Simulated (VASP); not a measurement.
# MoS2 in VASP: a series of runs

The runs below take MoS2 through single point, with PBEsol.

Everything below comes from runs of VASP 6.6.1. Logs are shortened: lines on timing, memory, paths and dates and some standing lists are left out, and cuts for length are marked.

## 1. The cell of the first run

The cell holds a slab with vacuum, 12 atoms: a = 3.141 Å, b = 3.141 Å, c = 32.021 Å, α = 90.00°, β = 90.00°, γ = 120.00°.

## 2. Single point, PBEsol (volume scaled by 0.94, then relaxed in part)

Input file INCAR:

```
ALGO     = Normal         # electronic algorithm
EDIFF    = 1E-6           # SCF threshold, eV
ENCUT    = 520            # plane-wave cutoff, eV
GGA      = PS             # functional
ISIF     = 2              # what is computed and relaxed
ISMEAR   = 0              # smearing method
LASPH    = True           # aspherical terms in the spheres
LCHARG   = False          # write CHGCAR
LREAL    = False          # projectors in reciprocal space
LWAVE    = False          # write WAVECAR
NBANDS   = 64             # bands
NELM     = 100            # most SCF steps
PREC     = Accurate       # precision mode
SIGMA    = 0.02           # smearing width, eV
```

Input file KPOINTS:

```
k-points
0
Gamma
  12 12 1
```

Input file POSCAR:

```
MoS2
1.0
    3.1412248807      0.0000000000      0.0000000000
   -1.5706124404      2.7203805457      0.0000000000
    0.0000000000      0.0000000000     32.0206023345
Mo S
4 8
Direct
    0.6666666667      0.3333333333      0.9017435251
    0.6666666667      0.3333333333      0.2946752037
    0.3333333333      0.6666666667      0.7053247963
    0.3333333333      0.6666666667      0.0982564749
    0.3333333333      0.6666666667      0.9504394018
    0.3333333333      0.6666666667      0.3433319963
    0.6666666667      0.3333333333      0.7540266817
    0.6666666667      0.3333333333      0.1469521191
    0.3333333333      0.6666666667      0.8530478809
    0.3333333333      0.6666666667      0.2459733183
    0.6666666667      0.3333333333      0.6566680037
    0.6666666667      0.3333333333      0.0495605982
```

Potentials or basis: VASP PAW PBE potentials, release 64 (Mo_sv, S).

Command:

```
$ cat potpaw_PBE.64/Mo_sv/POTCAR potpaw_PBE.64/S/POTCAR > POTCAR
$ mpirun -np 1 vasp_std > vasp.out
```

OUTCAR:

```text
EDIFF = 1E-6
   ENCUT = 520
   GGA = PS
   ISIF = 2
   ISMEAR = 0
   LASPH = True
   LREAL = False
   NELM = 100
   PREC = Accurate

 ion  position               nearest neighbor table
   1  0.667  0.333  0.902-   9 2.39   9 2.39   9 2.39   5 2.39   5 2.39   5 2.39
   2  0.667  0.333  0.295-   6 2.39   6 2.39   6 2.39  10 2.39  10 2.39  10 2.39
   3  0.333  0.667  0.705-  11 2.39  11 2.39  11 2.39   7 2.39   7 2.39   7 2.39
   4  0.333  0.667  0.098-   8 2.39   8 2.39   8 2.39  12 2.39  12 2.39  12 2.39
   5  0.333  0.667  0.950-   1 2.39   1 2.39   1 2.39
   6  0.333  0.667  0.343-   2 2.39   2 2.39   2 2.39
   7  0.667  0.333  0.754-   3 2.39   3 2.39   3 2.39
   8  0.667  0.333  0.147-   4 2.39   4 2.39   4 2.39
   9  0.333  0.667  0.853-   1 2.39   1 2.39   1 2.39
  10  0.333  0.667  0.246-   2 2.39   2 2.39   2 2.39
  11  0.667  0.333  0.657-   3 2.39   3 2.39   3 2.39
  12  0.667  0.333  0.050-   4 2.39   4 2.39   4 2.39

  LATTYP: Found a hexagonal cell.
 ALAT       =     3.1412248807
 C/A-ratio  =    10.1936676139

  Lattice vectors:

 A1 = (   3.1412248807,   0.0000000000,   0.0000000000)
 A2 = (  -1.5706124404,   2.7203805457,   0.0000000000)
 A3 = (   0.0000000000,   0.0000000000,  32.0206023345)

Analysis of symmetry for initial positions (statically):
=====================================================================
 Subroutine PRICEL returns:
 Original cell was already a primitive cell.

 Routine SETGRP: Setting up the symmetry group for a
 hexagonal supercell.

 Subroutine GETGRP returns: Found 12 space group operations
 (whereof 12 operations were pure point group operations)
 out of a pool of 24 trial point group operations.

The static configuration has the point symmetry D_3d.

Analysis of symmetry for dynamics (positions and initial velocities):
=====================================================================
 Subroutine PRICEL returns:
 Original cell was already a primitive cell.

 Routine SETGRP: Setting up the symmetry group for a
 hexagonal supercell.

 Subroutine GETGRP returns: Found 12 space group operations
 (whereof 12 operations were pure point group operations)
 out of a pool of 24 trial point group operations.

The dynamic configuration has the point symmetry D_3d.

 Subroutine INISYM returns: Found 12 space group operations
 (whereof 12 operations are pure point group operations),
[... 119 lines left out ...]
   TEBEG  =    0.0;   TEEND  =   0.0 temperature during run
   PSTRESS=    0.0 pullay stress
   NELECT =     104.0000    total number of electrons
   NUPDOWN=      -1.0000    fix difference up-down
   EMIN   =  10.00;   EMAX   =-10.00  energy-range for DOS
   EFERMI =   0.00;   METHOD = LEGACY
   ISMEAR =     0;   SIGMA  =   0.02  broadening in eV -4-tet -1-fermi 0-gaus
   EFERMI_NEDOS =   21; number of points for ismear=-14 and -15
   IALGO  =     38    algorithm
   IMIX   =      4    mixing-type and parameters
     AMIX     =   0.40;   BMIX     =  1.00
     AMIX_MAG =   1.60;   BMIX_MAG =  1.00
  volume/ion in A,a.u.               =      22.80       153.88
  Fermi-wavevector in a.u.,A,eV,Ry     =   1.185859  2.240949 19.133364  1.406263
  Thomas-Fermi vector in A             =   2.322044
   LORBIT       =      0    0 simple, 1 ext, 2 COOP (PROOUT), +10 PAW based schemes
   GGA     = PS    functional components
   LHFCALC =     F    Hartree Fock is set to
   AEXX    =    0.0000 exact exchange contribution
   IVDW    =     0    specifies the selected vdW correction
   LEPSILON=     F    determine dielectric tensor
   LRPA    =     F    only Hartree local field effects (RPA)
 non-spin polarized calculation
 Gauss-broadening in eV      SIGMA  =   0.02
  energy-cutoff  :      520.00
  volume of cell :      273.63
 maximum number of plane-waves:      7414
 NGX is ok and might be reduce to    24
   NGX = 11   NGY = 11   NGZ =119

 number of electron     103.9999997 magnetization

 Free energy of the ion-electron system (eV)
  ---------------------------------------------------
  ext. energy  EPLUGINS =         0.00000000
  ---------------------------------------------------
  free energy    TOTEN  =       -93.78385922 eV

  energy without entropy =      -93.78385922  energy(sigma->0) =      -93.78385922

 E-fermi :   4.6927     XC(G=0):  -8.8458

 val. band max:        4.4959674805   @ k =   0.0000   0.0000   0.0000
 cond. band min:       5.6216206719   @ k =   0.1667   0.1667   0.0000
 fundamental gap:      1.1256531914
 Fermi energy:         4.6927428752

 k-point     1 :       0.0000    0.0000    0.0000
  band No.  band energies     occupation
      1     -56.7237      2.00000
      2     -56.7237      2.00000
      3     -56.7220      2.00000
      4     -56.7220      2.00000
      5     -30.9351      2.00000
      6     -30.9351      2.00000
[... 1262 lines left out ...]
     63       7.6716      0.00000
     64       7.6716      0.00000

------------------------ aborting loop because EDIFF is reached ----------------------------------------

  FORCE on cell =-STRESS in cart. coord.  units (eV):
  Direction    XX          YY          ZZ          XY          YZ          ZX
  --------------------------------------------------------------------------------------
  -------------------------------------------------------------------------------------
  Total       -0.0225929     -0.0225929     -0.0892159      0.0000000      0.0000000      0.0000000
  in kB       -0.1322892     -0.1322892     -0.5223898      0.0000000      0.0000000      0.0000000
  external PRESSURE =      -0.2623227 kB  Pullay stress =       0.0000000 kB

 VOLUME and BASIS-vectors are now :
 -----------------------------------------------------------------------------
  energy-cutoff  :      520.00
  volume of cell :      273.63
      direct lattice vectors                 reciprocal lattice vectors
     3.141224881  0.000000000  0.000000000     0.318347154  0.183797815  0.000000000
    -1.570612440  2.720380546  0.000000000     0.000000000  0.367595630  0.000000000
     0.000000000  0.000000000 32.020602334     0.000000000  0.000000000  0.031229893

 POSITION                                       TOTAL-FORCE (eV/Angst)
 -----------------------------------------------------------------------------------
      1.57061      0.90679     28.87437         0.000000      0.000000      0.000440
      1.57061      0.90679      9.43568         0.000000      0.000000      0.000415
     -0.00000      1.81359     22.58492        -0.000000      0.000000     -0.000415
     -0.00000      1.81359      3.14623        -0.000000     -0.000000     -0.000440
     -0.00000      1.81359     30.43364         0.000000     -0.000000     -0.001800
     -0.00000      1.81359     10.99370        -0.000000     -0.000000     -0.000212
      1.57061      0.90679     24.14439         0.000000      0.000000     -0.001132
      1.57061      0.90679      4.70550        -0.000000      0.000000     -0.001718
     -0.00000      1.81359     27.31511         0.000000      0.000000      0.001718
     -0.00000      1.81359      7.87621        -0.000000     -0.000000      0.001132
      1.57061      0.90679     21.02691         0.000000      0.000000      0.000212
      1.57061      0.90679      1.58696        -0.000000      0.000000      0.001800
 -----------------------------------------------------------------------------------
    total drift:                                0.000000     -0.000000      0.000000

  FREE ENERGIE OF THE ION-ELECTRON SYSTEM (eV)
  ---------------------------------------------------
  free  energy   TOTEN  =       -93.7838592202 eV

  energy  without entropy=      -93.7838592202  energy(sigma->0) =      -93.78385922
```

Wall time 7.7 min (1 thread of Intel Xeon Platinum 8259CL at 2.50GHz (Skylake/Cascade Lake), shared host); peak memory 0.5 GiB.

What came out:

* Free energy: -93.7839 eV
* Band gap on the k mesh: 1.13 eV, indirect (least direct gap 1.76 eV)

Caveat: the PAW data sets were made with another functional, which shifts forces and pressure a little.

## 3. Single point, PBEsol (volume scaled by 0.97, then relaxed in part)

Input file INCAR:

```
PREC = Accurate
ENCUT = 520
EDIFF = 1E-7
ISMEAR = 0
SIGMA = 0.02
LREAL = False
LASPH = True
NELM = 60
ALGO = Normal
ISIF = 2
LWAVE = False
LCHARG = False
GGA = PS
NBANDS = 64
```

Input file KPOINTS:

```
regular mesh
0
Gamma
  12 12 1
```

Input file POSCAR:

```
MoS2
1.0
    3.1411316018      0.0000000000      0.0000000000
   -1.5705658009      2.7202997638      0.0000000000
    0.0000000000      0.0000000000     33.0444989382
Mo S
4 8
Direct
    0.6666666667      0.3333333333      0.9048147387
    0.6666666667      0.3333333333      0.2855275342
    0.3333333333      0.6666666667      0.7144724658
    0.3333333333      0.6666666667      0.0951852613
    0.3333333333      0.6666666667      0.9520021273
    0.3333333333      0.6666666667      0.3326773652
    0.6666666667      0.3333333333      0.7616661070
    0.6666666667      0.3333333333      0.1423725623
    0.3333333333      0.6666666667      0.8576274377
    0.3333333333      0.6666666667      0.2383338930
    0.6666666667      0.3333333333      0.6673226348
    0.6666666667      0.3333333333      0.0479978727
```

Potentials or basis: VASP PAW PBE potentials, release 64 (Mo_sv, S).

Command:

```
$ cat potpaw_PBE.64/Mo_sv/POTCAR potpaw_PBE.64/S/POTCAR > POTCAR
$ mpirun -np 1 vasp_std > vasp.out
```

It took 8.9 min on 1 thread of Intel Xeon Platinum 8259CL at 2.50GHz (Skylake/Cascade Lake), shared host; peak memory 0.5 GiB.

Results (log left out):

* Free energy: -93.7838 eV
* Band gap on the k mesh: 1.13 eV, indirect (least direct gap 1.76 eV)

Levels at points of the mesh, in eV from the valence-band top:
| k point | band 50 | band 51 | band 52 | band 53 | band 54 | band 55 |
| --- | --- | --- | --- | --- | --- | --- |
| (0.00, 0.00, 0.00) | -0.51 | -0.19 | 0.00 | 2.36 | 2.36 | 2.36 |
| (0.50, 0.00, 0.00) | -1.21 | -1.18 | -1.17 | 1.87 | 1.88 | 1.89 |

Caveat: the PAW data sets were made with another functional, which shifts forces and pressure a little.

## 4. Single point, PBEsol (volume scaled by 1.10, then relaxed in part)

Input file INCAR:

```
SYSTEM = MoS2
  ALGO = Normal
  EDIFF = 1E-6
  ENCUT = 520
  GGA = PS
  ISIF = 2
  ISMEAR = 0
  LASPH = .True.
  LCHARG = .True.
  LELF = .True.
  LREAL = .False.
  LVHAR = .True.
  LWAVE = .False.
  NBANDS = 64
  NELM = 100
  PREC = Accurate
  SIGMA = 0.02
```

Input file KPOINTS:

```
k-points
0
Gamma
  12 12 1
  0 0 0
```

Input file POSCAR:

```
MoS2
1.0
    3.1411412011      0.0000000000      0.0000000000
   -1.5705706006      2.7203080770      0.0000000000
    0.0000000000      0.0000000000     37.4729140925
Mo S
4 8
Direct
    0.6666666667      0.3333333333      0.9159595554
    0.6666666667      0.3333333333      0.2517394084
    0.3333333333      0.6666666667      0.7482605916
    0.3333333333      0.6666666667      0.0840404446
    0.3333333333      0.6666666667      0.9575689646
    0.3333333333      0.6666666667      0.2933173145
    0.6666666667      0.3333333333      0.7898764585
    0.6666666667      0.3333333333      0.1256496678
    0.3333333333      0.6666666667      0.8743503322
    0.3333333333      0.6666666667      0.2101235415
    0.6666666667      0.3333333333      0.7066826855
    0.6666666667      0.3333333333      0.0424310354
```

Command:

```
$ cat potpaw_PBE.64/Mo_sv/POTCAR potpaw_PBE.64/S/POTCAR > POTCAR
$ mpirun -np 1 vasp_std > vasp.out
```

It took 8 min on 1 thread of Intel Xeon Platinum 8488C (Sapphire Rapids), shared host; peak memory 0.55 GiB.

Results (log left out):

```yaml
Free_energy: -93.7832 eV
Band_gap_on_the_k_mesh: 1.13 eV, indirect (least direct gap 1.76 eV)
```

Levels at points of the mesh, in eV from the valence-band top:
| k point | band 49 | band 50 | band 51 | band 52 | band 53 | band 54 | band 55 | band 56 |
| --- | --- | --- | --- | --- | --- | --- | --- | --- |
| (0.00, 0.00, 0.00) | -0.91 | -0.51 | -0.19 | 0.00 | 2.36 | 2.36 | 2.36 | 2.36 |
| (0.50, 0.00, 0.00) | -1.24 | -1.21 | -1.18 | -1.17 | 1.87 | 1.88 | 1.89 | 1.90 |

Caveat: the PAW data sets were made with another functional, which shifts forces and pressure a little.

## 5. Overview

```csv
cell,gap on the mesh (eV)
"a = 3.141, b = 3.141, c = 32.021 Å, angles 90.0, 90.0, 120.0°, 12 atoms",1.13
"a = 3.141, b = 3.141, c = 33.044 Å, angles 90.0, 90.0, 120.0°, 12 atoms",1.13
"a = 3.141, b = 3.141, c = 37.473 Å, angles 90.0, 90.0, 120.0°, 12 atoms",1.13
```

Alike in all rows: task single point; level PBEsol; potentials or basis VASP PAW PBE potentials, release 64 (Mo_sv, S); no spin polarisation; k mesh 12 × 12 × 1; cutoff (eV) 520; smearing gaussian 0.02 eV.

Caveats: the PAW data sets were made with another functional, which shifts forces and pressure a little.

Total energies depend on the potentials used, so only differences within one code and one set of settings carry meaning.
